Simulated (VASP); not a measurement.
# AlN: single point with PBE

AlN:

```
CELL_PARAMETERS angstrom
2.83285 0.00000 0.00000
-1.41643 2.45332 0.00000
0.00000 0.00000 4.84101
ATOMIC_POSITIONS crystal
Al 0.00000 0.00000 0.00000
Al 0.00000 0.00000 0.50000
N 0.33333 0.66667 0.25000
N 0.66667 0.33333 0.75000
```

* Program: VASP 6.6.1
* Task: single point
* Functional: PBE
* Potentials or basis: VASP PAW PBE potentials, release 64 (Al, N)
* Cutoff: 600 eV
* k mesh: 6 × 6 × 4
* Occupations: gaussian, width 0.01 eV
* Spin: no spin polarisation
* Dipole correction: no
* Further INCAR settings: ALGO = Normal; EDIFF = 1e-06; NBANDS = 16

| Property | Result |
| --- | --- |
| Pressure | 5.8 GPa |
| Band gap on the k mesh | 5.00 eV, indirect (least direct gap 5.18 eV) |

Stress tensor (GPa, compression positive):
```
5.39 0.00 0.00
0.00 5.39 0.00
0.00 0.00 6.71
```

Levels at points of the mesh, in eV from the valence-band top:
```csv
k point,band 5,band 6,band 7,band 8,band 9,band 10,band 11,band 12
"(0.00, 0.00, 0.00)",-0.85,-0.56,0.00,0.00,5.18,6.38,8.98,12.44
"(0.50, 0.00, 0.00)",-5.05,-3.07,-2.56,-1.10,5.36,6.37,6.64,10.84
"(0.00, 0.00, 0.50)",-0.44,-0.44,-0.44,-0.44,6.64,6.64,10.43,10.43
"(0.50, 0.00, 0.50)",-2.68,-2.68,-1.91,-1.91,5.64,5.64,7.13,7.13
```

Run time: 7.6 s on 1 thread of AMD EPYC 9R45 96-Core Processor (Zen 5) (shared host), peak memory 0.12 GiB.

Caveat: the k points lie up to 0.43 Å⁻¹ apart. A k mesh can miss the band edges.
